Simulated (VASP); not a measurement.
# Mo6CO in VASP: notebook

Mo6CO is run at these levels: PBE; tasks: single point.

Program: VASP 6.6.1. These are calculated values, not measurements. Logs are shortened: lines on timing, memory, paths and dates and some standing lists are left out, and cuts for length are marked.

## Step 1: The cell of the first run

The cell holds a slab with vacuum, 8 atoms: a = 4.470 Å, b = 4.470 Å, c = 22.259 Å, α = 90.00°, β = 90.00°, γ = 120.00°.

## Step 2: Single point, PBE

File INCAR:

```
  ALGO = Normal
  DIPOL = 0.5 0.5 0.342
  EDIFF = 1E-6
  ENCUT = 520
  GGA = PE
  IDIPOL = 3
  ISIF = 2
  ISMEAR = 0
  LASPH = True
  LCHARG = True
  LDIPOL = True
  LELF = True
  LREAL = False
  LVACPOTAV = True
  LVHAR = True
  LWAVE = False
  NBANDS = 57
  NELM = 60
  PREC = Accurate
  SIGMA = 0.1
```

File KPOINTS:

```
k-points
0
Gamma
  6 6 1
```

File POSCAR:

```
Mo6CO
1.0
    4.4695355114      0.0000000000      0.0000000000
   -2.2347677557      3.8707312960      0.0000000000
    0.0000000000      0.0000000000     22.2594351375
Mo C O
6 1 1
Direct
    0.6666666667      0.3333333333      0.1796990793
    0.3333333333      0.6666666667      0.2206857490
    0.0000000000      0.0000000000      0.2616724188
    0.6666666667      0.3333333333      0.2990140341
    0.3333333333      0.6666666667      0.3355214634
    0.0000000000      0.0000000000      0.3710532224
    0.1666666667      0.3333333333      0.5134647428
    0.2415879097      0.4831758193      0.5585956934
```

Potentials or basis: VASP PAW PBE potentials, release 64 (Mo_sv, C, O).

On the command line:

```
cat potpaw_PBE.64/Mo_sv/POTCAR potpaw_PBE.64/C/POTCAR potpaw_PBE.64/O/POTCAR > POTCAR
mpirun -np 1 vasp_std > vasp.out
```

OUTCAR:

```text
EDIFF = 1E-6
   ENCUT = 520
   GGA = PE
   ISIF = 2
   ISMEAR = 0
   LASPH = True
   LREAL = False
   NELM = 60
   PREC = Accurate

 ion  position               nearest neighbor table
   1  0.667  0.333  0.180-   4 2.66   2 2.74   2 2.74   2 2.74   3 3.16   3 3.16   3 3.16
   2  0.333  0.667  0.221-   5 2.56   1 2.74   1 2.74   1 2.74   3 2.74   3 2.74   3 2.74   4 3.11
                             4 3.11   4 3.11
   3  0.000  0.000  0.262-   6 2.43   4 2.71   4 2.71   4 2.71   2 2.74   2 2.74   2 2.74   5 3.06
                             5 3.06   5 3.06   1 3.16   1 3.16   1 3.16
   4  0.667  0.333  0.299-   1 2.66   5 2.71   5 2.71   5 2.71   3 2.71   3 2.71   3 2.71   6 3.04
                             6 3.04   6 3.04   2 3.11   2 3.11   2 3.11
   5  0.333  0.667  0.336-   2 2.56   6 2.70   6 2.70   6 2.70   4 2.71   4 2.71   4 2.71   3 3.06
                             3 3.06   3 3.06
   6  0.000  0.000  0.371-   3 2.43   5 2.70   5 2.70   5 2.70   4 3.04   4 3.04   4 3.04
   7  0.167  0.333  0.513-   8 1.16
   8  0.242  0.483  0.559-   7 1.16

  LATTYP: Found a hexagonal cell.
 ALAT       =     4.4695355114
 C/A-ratio  =     4.9802569150

  Lattice vectors:

 A1 = (   4.4695355114,   0.0000000000,   0.0000000000)
 A2 = (  -2.2347677557,   3.8707312960,   0.0000000000)
 A3 = (   0.0000000000,   0.0000000000,  22.2594351375)

Analysis of symmetry for initial positions (statically):
=====================================================================
 Subroutine PRICEL returns:
 Original cell was already a primitive cell.

 Routine SETGRP: Setting up the symmetry group for a
 hexagonal supercell.

 Subroutine GETGRP returns: Found  2 space group operations
 (whereof  2 operations were pure point group operations)
 out of a pool of 24 trial point group operations.

The static configuration has the point symmetry C_1h.

Analysis of symmetry for dynamics (positions and initial velocities):
=====================================================================
 Subroutine PRICEL returns:
 Original cell was already a primitive cell.

 Routine SETGRP: Setting up the symmetry group for a
 hexagonal supercell.

 Subroutine GETGRP returns: Found  2 space group operations
 (whereof  2 operations were pure point group operations)
 out of a pool of 24 trial point group operations.

The dynamic configuration has the point symmetry C_1h.

 Subroutine INISYM returns: Found  2 space group operations
 (whereof  2 operations are pure point group operations),
 and found     1 'primitive' translations

----------------------------------------------------------------------------------------

                                     Primitive cell

  volume of cell :     385.0965

  direct lattice vectors                    reciprocal lattice vectors
     4.469535511  0.000000000  0.000000000     0.223736896  0.129174557  0.000000000
    -2.234767756  3.870731296  0.000000000     0.000000000  0.258349114  0.000000000
     0.000000000  0.000000000 22.259435137     0.000000000  0.000000000  0.044924770

  length of vectors
     4.469535511  4.469535511 22.259435137     0.258349114  0.258349114  0.044924770

  position of ions in fractional coordinates (direct lattice)
     0.666666667  0.333333333  0.179699079
     0.333333333  0.666666667  0.220685749
     0.000000000  0.000000000  0.261672419
     0.666666667  0.333333333  0.299014034
     0.333333333  0.666666667  0.335521463
     0.000000000  0.000000000  0.371053222
     0.166666667  0.333333333  0.513464743
     0.241587910  0.483175819  0.558595693

  ion indices of the primitive-cell ions
   primitive index   ion index
                 1           1
                 2           2
                 3           3
                 4           4
                 5           5
                 6           6
                 7           7
                 8           8

----------------------------------------------------------------------------------------

 KPOINTS: k-points

Automatic generation of k-mesh.
 Grid dimensions read from file:
 generate k-points for:    6    6    1

 Generating k-lattice:

  Cartesian coordinates                     Fractional coordinates (reciprocal lattice)
     0.037289483  0.021529093  0.000000000     0.166666667  0.000000000  0.000000000
     0.000000000  0.043058186  0.000000000     0.000000000  0.166666667  0.000000000
     0.000000000  0.000000000  0.044924770     0.000000000  0.000000000  1.000000000

  Length of vectors
     0.043058186  0.043058186  0.044924770

  Shift w.r.t. Gamma in fractional coordinates (k-lattice)
     0.000000000  0.000000000  0.000000000

 Subroutine IBZKPT returns following result:
 ===========================================

 Found     13 irreducible k-points:

 Following reciprocal coordinates:
            Coordinates               Weight
  0.000000  0.000000  0.000000      1.000000
  0.166667 -0.000000  0.000000      4.000000
  0.000000  0.166667  0.000000      2.000000
  0.333333  0.000000  0.000000      4.000000
  0.000000  0.333333  0.000000      2.000000
  0.500000  0.000000  0.000000      2.000000
  0.000000  0.500000  0.000000      1.000000
  0.166667  0.166667  0.000000      4.000000
 -0.333333  0.166667  0.000000      2.000000
  0.333333  0.166667  0.000000      4.000000
 -0.166667  0.500000  0.000000      4.000000
  0.500000  0.333333  0.000000      4.000000
  0.333333  0.333333  0.000000      2.000000
   k-points           NKPTS =     13   k-points in BZ     NKDIM =     13   number of bands    NBANDS=     57
   number of dos      NEDOS =    301   number of ions     NIONS =      8
   total plane-waves  NPLWV = 217728
   dimension x,y,z NGX =    36 NGY =   36 NGZ =  168
   dimension x,y,z NGXF=    72 NGYF=   72 NGZF=  336
   ions per type =               6   1   1
   NGX,Y,Z   is equivalent  to a cutoff of  13.39, 13.39, 12.55 a.u.
   NGXF,Y,Z  is equivalent  to a cutoff of  26.78, 26.78, 25.09 a.u.
 SYSTEM =  unknown system
   PREC   = accura    normal or accurate (medium, high low for compatibility)
   ISTART =      0    job   : 0-new  1-cont  2-samecut
   ICHARG =      2    charge: 1-file 2-atom 10-const
   ISPIN  =      1    spin polarized calculation?
   LNONCOLLINEAR =      F non collinear calculations
   LSORBIT =      F    spin-orbit coupling
   LASPH  =      T    aspherical Exc in radial PAW
   ENCUT  =  520.0 eV  38.22 Ry    6.18 a.u.   8.31  8.31 41.39*2*pi/ulx,y,z
   NELM   =     60;   NELMIN=  2; NELMDL= -5     # of ELM steps
   EDIFF  = 0.1E-05   stopping-criterion for ELM
   LREAL  =      F    real-space projection
   EDIFFG = 0.1E-04   stopping-criterion for IOM
   NSW    =      0    number of steps for IOM
   IBRION =     -1    ionic relax: 0-MD 1-quasi-New 2-CG
   NFREE  =      0    steps in history (QN), initial steepest desc. (CG)
   ISIF   =      2    stress and relaxation
   ISYM   =      2    0-nonsym 1-usesym 2-fastsym
   POTIM  = 0.5000    time-step for ionic-motion
   TEBEG  =    0.0;   TEEND  =   0.0 temperature during run
   PSTRESS=    0.0 pullay stress
   NELECT =      94.0000    total number of electrons
   NUPDOWN=      -1.0000    fix difference up-down
   EMIN   =  10.00;   EMAX   =-10.00  energy-range for DOS
   EFERMI =   0.00;   METHOD = LEGACY
   ISMEAR =     0;   SIGMA  =   0.10  broadening in eV -4-tet -1-fermi 0-gaus
   EFERMI_NEDOS =   21; number of points for ismear=-14 and -15
   IALGO  =     38    algorithm
   IMIX   =      4    mixing-type and parameters
     AMIX     =   0.40;   BMIX     =  1.00
     AMIX_MAG =   1.60;   BMIX_MAG =  1.00
  volume/ion in A,a.u.               =      48.14       324.84
  Fermi-wavevector in a.u.,A,eV,Ry     =   1.023122  1.933421 14.242299  1.046779
  Thomas-Fermi vector in A             =   2.156839
   LORBIT       =      0    0 simple, 1 ext, 2 COOP (PROOUT), +10 PAW based schemes
   GGA     = PE    functional components
   LHFCALC =     F    Hartree Fock is set to
   AEXX    =    0.0000 exact exchange contribution
   IVDW    =     0    specifies the selected vdW correction
   LEPSILON=     F    determine dielectric tensor
   LRPA    =     F    only Hartree local field effects (RPA)
 non-spin polarized calculation
 Gauss-broadening in eV      SIGMA  =   0.10
  energy-cutoff  :      520.00
  volume of cell :      385.10
 maximum number of plane-waves:     10413
 NGX is ok and might be reduce to    36
   NGX = 17   NGY = 17   NGZ = 83

 dipolmoment           0.000000      0.000000     -0.011518 electrons x Angstroem

 number of electron      94.0000009 magnetization

 dipolmoment           0.000000      0.000000      0.048438 electrons x Angstroem

 Free energy of the ion-electron system (eV)
  ---------------------------------------------------
  ext. energy  EPLUGINS =         0.00000000
  ---------------------------------------------------
  free energy    TOTEN  =       -73.63401518 eV

  energy without entropy =      -73.58214830  energy(sigma->0) =      -73.60808174

 E-fermi :   0.6488     XC(G=0):  -5.0408

 val. band max:        0.6432109030   @ k =   0.3333   0.0000   0.0000
 cond. band min:       0.6600557701   @ k =   0.0000   0.0000   0.0000
 fundamental gap:      0.0168448671
 Fermi energy:         0.6488201341

 k-point     1 :       0.0000    0.0000    0.0000
  band No.  band energies     occupation
      1     -60.5044      2.00000
      2     -60.2753      2.00000
      3     -60.2227      2.00000
      4     -60.2045      2.00000
      5     -60.0575      2.00000
      6     -59.9975      2.00000
[... 49 lines left out ...]
     56       2.4861      0.00000
     57       2.6084      0.00000

 k-point     2 :       0.1667   -0.0000    0.0000
  band No.  band energies     occupation
      1     -60.4830      2.00000
      2     -60.2748      2.00000
      3     -60.2309      2.00000
      4     -60.2032      2.00000
      5     -60.0626      2.00000
      6     -60.0086      2.00000
[... 49 lines left out ...]
     56       2.3871      0.00000
     57       2.6374      0.00000
[... 598 lines left out ...]
     56       2.2891      0.00000
     57       2.3630      0.00000

 k-point    13 :       0.3333    0.3333    0.0000
  band No.  band energies     occupation
      1     -60.3412      2.00000
      2     -60.3267      2.00000
      3     -60.2882      2.00000
      4     -60.1701      2.00000
      5     -60.0873      2.00000
      6     -60.0533      2.00000
[... 49 lines left out ...]
     56       2.1442      0.00000
     57       2.2732      0.00000

------------------------ aborting loop because EDIFF is reached ----------------------------------------

  FORCE on cell =-STRESS in cart. coord.  units (eV):
  Direction    XX          YY          ZZ          XY          YZ          ZX
  --------------------------------------------------------------------------------------
  -------------------------------------------------------------------------------------
  Total       -5.4683815     -6.0265947     -3.8154446      0.0000000     -1.1462443      0.0000000
  in kB      -22.7509653    -25.0733874    -15.8739930      0.0000000     -4.7688999      0.0000000
  external PRESSURE =     -21.2327819 kB  Pullay stress =       0.0000000 kB

 VOLUME and BASIS-vectors are now :
 -----------------------------------------------------------------------------
  energy-cutoff  :      520.00
  volume of cell :      385.10
      direct lattice vectors                 reciprocal lattice vectors
     4.469535511  0.000000000  0.000000000     0.223736896  0.129174557  0.000000000
    -2.234767756  3.870731296  0.000000000     0.000000000  0.258349114  0.000000000
     0.000000000  0.000000000 22.259435137     0.000000000  0.000000000  0.044924770

 POSITION                                       TOTAL-FORCE (eV/Angst)
 -----------------------------------------------------------------------------------
      2.23477      1.29024      4.00000        -0.000000     -0.025340      1.427468
     -0.00000      2.58049      4.91234        -0.000000      0.019567     -0.205517
      0.00000      0.00000      5.82468        -0.000000     -0.012826     -1.461384
      2.23477      1.29024      6.65588        -0.000000      0.045633     -0.173678
     -0.00000      2.58049      7.46852        -0.000000      0.047806      0.100554
      0.00000      0.00000      8.25944        -0.000000      0.051472      0.551654
      0.00000      1.29024     11.42944         0.000000      0.574721      1.103251
      0.00000      1.87024     12.43402        -0.000000     -0.701033     -1.342349
 -----------------------------------------------------------------------------------
    total drift:                                0.000000     -0.000054     -0.000294

  FREE ENERGIE OF THE ION-ELECTRON SYSTEM (eV)
  ---------------------------------------------------
  free  energy   TOTEN  =       -73.6340151782 eV

  energy  without entropy=      -73.5821482971  energy(sigma->0) =      -73.60808174

 vacuum level on the upper side and lower side of the slab         4.713         4.207
```

Run time: 7.3 min. Hardware: 1 thread of AMD EPYC 9R45 (Zen 5), shared host; peak memory 0.61 GiB.

What came out:

```
Free energy            : -73.6340 eV
Largest force          : 1.514 eV/Å
Band gap on the k mesh : zero (bands 47 and 48 overlap by 0.04 eV)
```

Forces on the atoms (eV/Å):
```
Mo   0.000 -0.025  1.427
Mo   0.000  0.020 -0.206
Mo   0.000 -0.013 -1.461
Mo   0.000  0.046 -0.174
Mo   0.000  0.048  0.101
Mo   0.000  0.051  0.552
C    0.000  0.575  1.103
O    0.000 -0.701 -1.342
```

(Continued in part 2 of 2.)

The gap in the log of VASP goes by the Fermi energy; the results here count the filled bands.